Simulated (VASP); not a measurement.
# Mg3CdTe4 (P-4m2) in VASP: further runs, part 2 of 2

VASP 6.6.1. Earlier steps stand in the parts before.

### Step 3. Single point, PBE (volume scaled by 0.97, then relaxed in part)

Input file INCAR:

```
PREC     = Accurate       # precision mode
ENCUT    = 520            # plane-wave cutoff, eV
EDIFF    = 1E-7           # SCF threshold, eV
ISMEAR   = 0              # smearing method
SIGMA    = 0.02           # smearing width, eV
LREAL    = F              # projectors in reciprocal space
LASPH    = T              # aspherical terms in the spheres
NELM     = 60             # most SCF steps
ALGO     = Normal         # electronic algorithm
ISIF     = 2              # what is computed and relaxed
LWAVE    = F              # write WAVECAR
LCHARG   = T              # write CHGCAR
GGA      = PE             # functional
LELF     = T              # ELF
LVHAR    = T            
NBANDS   = 31             # bands
```

Input file KPOINTS:

```
regular mesh
0
Gamma
  6 6 2
```

Input file POSCAR:

```
Mg3CdTe4
1.0
    4.5839941632      0.0000000000      0.0000000000
    0.0000000000      4.5839941632      0.0000000000
    0.0000000000      0.0000000000     12.8936914779
Mg Cd Te
3 1 4
Direct
    0.5000000000      0.5000000000      0.2523667783
    0.0000000000      0.0000000000      0.5000000000
    0.5000000000      0.5000000000      0.7476332217
    0.0000000000      0.0000000000      0.0000000000
    0.5000000000      0.0000000000      0.3761620702
    0.0000000000      0.5000000000      0.6238379298
    0.5000000000      0.0000000000      0.8706290531
    0.0000000000      0.5000000000      0.1293709469
```

Potentials or basis: VASP PAW PBE potentials, release 64 (Mg, Cd, Te).

Launch:

```
$ cat potpaw_PBE.64/Mg/POTCAR potpaw_PBE.64/Cd/POTCAR potpaw_PBE.64/Te/POTCAR > POTCAR
$ mpirun -np 1 vasp_std > vasp.out
```

Wall time 3.6 min (1 thread of Intel Xeon 6975P-C, shared host); peak memory 0.45 GiB.

The run converged. Its results:

| Item | Value |
| --- | --- |
| Free energy | -23.9801 eV |
| Pressure | 1.1 GPa |
| Largest force | 0.018 eV/Å |
| Band gap on the k mesh | 1.89 eV, direct |

Forces in eV/Å, atoms in the order of the input:
```
Mg   0.000  0.000  0.000
Mg   0.000  0.000  0.000
Mg   0.000  0.000  0.000
Cd   0.000  0.000  0.000
Te   0.000  0.000  0.000
Te   0.000  0.000  0.000
Te   0.000  0.000 -0.018
Te   0.000  0.000  0.018
```

Levels at points of the mesh, in eV from the valence-band top:
| k point | band 18 | band 19 | band 20 | band 21 | band 22 | band 23 | band 24 | band 25 |
| --- | --- | --- | --- | --- | --- | --- | --- | --- |
| (0.00, 0.00, 0.00) | -0.76 | -0.04 | 0.00 | 0.00 | 1.89 | 2.77 | 3.26 | 3.69 |
| (0.50, 0.00, 0.00) | -0.60 | -0.56 | -0.48 | -0.34 | 2.50 | 3.07 | 3.96 | 4.09 |
| (0.50, 0.50, 0.00) | -1.37 | -1.36 | -1.36 | -1.35 | 2.75 | 2.75 | 2.91 | 3.58 |
| (0.00, 0.00, 0.50) | -0.43 | -0.43 | -0.14 | -0.14 | 2.59 | 2.99 | 3.06 | 3.29 |
| (0.50, 0.00, 0.50) | -0.66 | -0.66 | -0.60 | -0.34 | 2.88 | 3.60 | 3.62 | 3.67 |
| (0.50, 0.50, 0.50) | -1.53 | -1.53 | -1.50 | -1.50 | 3.31 | 3.31 | 3.38 | 3.55 |

Caveat: the cell differs from its parent crystal (volume scaled by 0.97, then relaxed in part); spin-orbit coupling is left out, which moves the levels of the heavy elements.

### Step 4. Single point, PBE

This run uses another cell than the first one, of 34.91 Å³/atom, 1.064 times its volume.

Input file INCAR:

```
SYSTEM = Mg3CdTe4
PREC     = Accurate       ! precision mode
ENCUT    = 520            ! plane-wave cutoff, eV
EDIFF    = 1E-6           ! SCF threshold, eV
ISMEAR   = 0              ! smearing method
SIGMA    = 0.02           ! smearing width, eV
LREAL    = .FALSE.        ! projectors in reciprocal space
LASPH    = .TRUE.         ! aspherical terms in the spheres
NELM     = 100            ! most SCF steps
ALGO     = Normal         ! electronic algorithm
ISIF     = 2              ! what is computed and relaxed
LWAVE    = .FALSE.        ! write WAVECAR
LCHARG   = .FALSE.        ! write CHGCAR
GGA      = PE             ! functional
NBANDS   = 31             ! bands
```

Input file KPOINTS:

```
regular mesh
0
G
  6 6 2
  0 0 0
```

Input file POSCAR:

```
Mg3CdTe4
1.0
    4.6317990000      0.0000000000      0.0000000000
    0.0000000000      4.6317990000      0.0000000000
    0.0000000000      0.0000000000     13.0194981000
Mg Cd Te
3 1 4
Direct
    0.5000000000      0.5000000000      0.2521660000
    0.0000000000      0.0000000000      0.5000000000
    0.5000000000      0.5000000000      0.7478340000
    0.0000000000      0.0000000000      0.0000000000
    0.5000000000      0.0000000000      0.3760710000
    0.0000000000      0.5000000000      0.6239290000
    0.5000000000      0.0000000000      0.8709410000
    0.0000000000      0.5000000000      0.1290590000
```

Launch:

```
$ cat potpaw_PBE.64/Mg/POTCAR potpaw_PBE.64/Cd/POTCAR potpaw_PBE.64/Te/POTCAR > POTCAR
$ mpirun -np 1 vasp_std > vasp.out
```

Wall time 3.4 min (1 thread of Intel Xeon 6975P-C, shared host); peak memory 0.46 GiB.

It converged, with:

* Free energy: -24.0087 eV
* Pressure: 0.0 GPa
* Largest force: 0.019 eV/Å
* Band gap on the k mesh: 1.77 eV, direct

Forces in eV/Å, atoms in the order of the input:
```
Mg   0.000  0.000  0.001
Mg   0.000  0.000  0.000
Mg   0.000  0.000 -0.001
Cd   0.000  0.000  0.000
Te   0.000  0.000  0.000
Te   0.000  0.000  0.000
Te   0.000  0.000 -0.019
Te   0.000  0.000  0.019
```

Levels at points of the mesh, in eV from the valence-band top:
| k point | band 18 | band 19 | band 20 | band 21 | band 22 | band 23 | band 24 | band 25 |
| --- | --- | --- | --- | --- | --- | --- | --- | --- |
| (0.00, 0.00, 0.00) | -0.72 | -0.03 | 0.00 | 0.00 | 1.77 | 2.82 | 3.24 | 3.66 |
| (0.50, 0.00, 0.00) | -0.58 | -0.53 | -0.46 | -0.33 | 2.44 | 3.00 | 3.88 | 4.04 |
| (0.50, 0.50, 0.00) | -1.31 | -1.30 | -1.30 | -1.29 | 2.80 | 2.80 | 2.91 | 3.56 |
| (0.00, 0.00, 0.50) | -0.41 | -0.41 | -0.14 | -0.14 | 2.48 | 2.99 | 3.02 | 3.26 |
| (0.50, 0.00, 0.50) | -0.63 | -0.63 | -0.58 | -0.33 | 2.80 | 3.53 | 3.54 | 3.59 |
| (0.50, 0.50, 0.50) | -1.45 | -1.45 | -1.43 | -1.43 | 3.34 | 3.34 | 3.35 | 3.58 |

Caveat: spin-orbit coupling is left out, which moves the levels of the heavy elements.

### Step 5. Single point, PBE (volume scaled by 1.03, then relaxed in part)

Input file INCAR:

```
ALGO = Normal
EDIFF = 1E-6
ENCUT = 520
GGA = PE
ISIF = 2
ISMEAR = 0
LASPH = True
LCHARG = True
LELF = True
LREAL = False
LVHAR = True
LWAVE = False
NBANDS = 31
NELM = 100
PREC = Accurate
SIGMA = 0.02
```

Input file KPOINTS:

```
k-points
0
Gamma
  6 6 2
```

Input file POSCAR:

```
Mg3CdTe4
1.0
    4.6742004634      0.0000000000      0.0000000000
    0.0000000000      4.6742004634      0.0000000000
    0.0000000000      0.0000000000     13.1678905555
Mg Cd Te
3 1 4
Direct
    0.5000000000      0.5000000000      0.2520354508
    0.0000000000      0.0000000000      0.5000000000
    0.5000000000      0.5000000000      0.7479645492
    0.0000000000      0.0000000000      0.0000000000
    0.5000000000      0.0000000000      0.3760075177
    0.0000000000      0.5000000000      0.6239924823
    0.5000000000      0.0000000000      0.8711939551
    0.0000000000      0.5000000000      0.1288060449
```

Launch:

```
$ cat potpaw_PBE.64/Mg/POTCAR potpaw_PBE.64/Cd/POTCAR potpaw_PBE.64/Te/POTCAR > POTCAR
$ mpirun -np 1 vasp_std > vasp.out
```

Wall time 3 min (1 thread of Intel Xeon 6975P-C, shared host); peak memory 0.46 GiB.

It converged, with:

```
Free energy            : -23.9834 eV
Pressure               : -0.9 GPa
Largest force          : 0.018 eV/Å
Band gap on the k mesh : 1.66 eV, direct
```

Forces in eV/Å, atoms in the order of the input:
```
Mg   0.000  0.000 -0.001
Mg   0.000  0.000  0.000
Mg   0.000  0.000  0.001
Cd   0.000  0.000  0.000
Te   0.000  0.000  0.000
Te   0.000  0.000  0.000
Te   0.000  0.000 -0.018
Te   0.000  0.000  0.018
```

Levels at points of the mesh, in eV from the valence-band top:
```
           k point  band 17  band 18  band 19  band 20  band 21  band 22  band 23  band 24  band 25  band 26
(0.00, 0.00, 0.00)    -0.69    -0.69    -0.03     0.00     0.00     1.66     2.86     3.22     3.59     3.76
(0.50, 0.00, 0.00)    -0.60    -0.55    -0.51    -0.44    -0.31     2.37     2.94     3.81     3.98     5.27
(0.50, 0.50, 0.00)    -1.49    -1.26    -1.24    -1.24    -1.23     2.85     2.85     2.89     3.54     4.60
(0.00, 0.00, 0.50)    -0.72    -0.39    -0.39    -0.13    -0.13     2.38     2.89     3.05     3.26     3.49
(0.50, 0.00, 0.50)    -0.89    -0.60    -0.59    -0.55    -0.31     2.72     3.45     3.47     3.51     5.03
(0.50, 0.50, 0.50)    -1.45    -1.38    -1.38    -1.37    -1.37     3.30     3.37     3.37     3.59     3.59
```

Caveat: the cell differs from its parent crystal (volume scaled by 1.03, then relaxed in part); spin-orbit coupling is left out, which moves the levels of the heavy elements.

### Step 6. Single point, PBE (volume scaled by 1.06, then relaxed in part)

Input file INCAR:

```
ALGO = Normal
EDIFF = 1E-6
ENCUT = 520
GGA = PE
ISIF = 2
ISMEAR = 0
LASPH = True
LCHARG = False
LREAL = False
LWAVE = False
NBANDS = 31
NELM = 80
PREC = Accurate
SIGMA = 0.02
```

KPOINTS is that of step 5.

POSCAR: that of step 5 with these lines changed.

```diff
@@ -2,5 +2,5 @@
 1.0
-    4.6742004634      0.0000000000      0.0000000000
-    0.0000000000      4.6742004634      0.0000000000
-    0.0000000000      0.0000000000     13.1678905555
+    4.7191474559      0.0000000000      0.0000000000
+    0.0000000000      4.7191474559      0.0000000000
+    0.0000000000      0.0000000000     13.2945126555
 Mg Cd Te
```

Potentials or basis: VASP PAW PBE potentials, release 64 (Mg, Cd, Te).

Launch:

```
$ cat potpaw_PBE.64/Mg/POTCAR potpaw_PBE.64/Cd/POTCAR potpaw_PBE.64/Te/POTCAR > POTCAR
$ mpirun -np 1 vasp_std > vasp.out
```

Wall time 5.5 min (1 thread of AMD EPYC 7R43 (Zen 3), shared host); peak memory 0.42 GiB.

Results (log left out):

- Free energy: -23.9120 eV
- Pressure: -1.8 GPa
- Largest force: 0.006 eV/Å
- Band gap on the k mesh: 1.56 eV, direct

Forces in eV/Å, atoms in the order of the input:
```
Mg   0.000  0.000 -0.001
Mg   0.000  0.000  0.000
Mg   0.000  0.000  0.001
Cd   0.000  0.000  0.000
Te   0.000  0.000  0.001
Te   0.000  0.000 -0.001
Te   0.000  0.000 -0.006
Te   0.000  0.000  0.006
```

Levels at points of the mesh, in eV from the valence-band top:
| k point | band 18 | band 19 | band 20 | band 21 | band 22 | band 23 | band 24 | band 25 |
| --- | --- | --- | --- | --- | --- | --- | --- | --- |
| (0.00, 0.00, 0.00) | -0.65 | -0.03 | 0.00 | 0.00 | 1.56 | 2.90 | 3.19 | 3.52 |
| (0.50, 0.00, 0.00) | -0.53 | -0.49 | -0.42 | -0.29 | 2.31 | 2.87 | 3.73 | 3.92 |
| (0.50, 0.50, 0.00) | -1.21 | -1.19 | -1.19 | -1.18 | 2.87 | 2.89 | 2.89 | 3.52 |
| (0.00, 0.00, 0.50) | -0.37 | -0.37 | -0.13 | -0.13 | 2.27 | 2.78 | 3.08 | 3.27 |
| (0.50, 0.00, 0.50) | -0.57 | -0.57 | -0.53 | -0.30 | 2.64 | 3.38 | 3.39 | 3.43 |
| (0.50, 0.50, 0.50) | -1.32 | -1.32 | -1.31 | -1.31 | 3.24 | 3.39 | 3.39 | 3.61 |

Caveat: the cell differs from its parent crystal (volume scaled by 1.06, then relaxed in part); spin-orbit coupling is left out, which moves the levels of the heavy elements.

### Step 7. The runs side by side

```tsv
cell	gap on the mesh (eV)	pressure (GPa)	largest force (eV/Å)
a = 4.537, b = 4.537, c = 12.756 Å, 8 atoms	2.01	2.4	0.02
a = 4.584, b = 4.584, c = 12.894 Å, 8 atoms	1.89	1.1	0.02
a = 4.632, b = 4.632, c = 13.019 Å, 8 atoms	1.77	0.0	0.02
a = 4.674, b = 4.674, c = 13.168 Å, 8 atoms	1.66	-0.9	0.02
a = 4.719, b = 4.719, c = 13.295 Å, 8 atoms	1.56	-1.8	0.01
```

Alike in all rows: task single point; level PBE; potentials or basis VASP PAW PBE potentials, release 64 (Mg, Cd, Te); no spin polarisation; k mesh 6 × 6 × 2; cutoff (eV) 520; smearing gaussian 0.02 eV.

Caveats: spin-orbit coupling is left out, which moves the levels of the heavy elements.

Absolute energies hang on the potentials; compare differences alone.
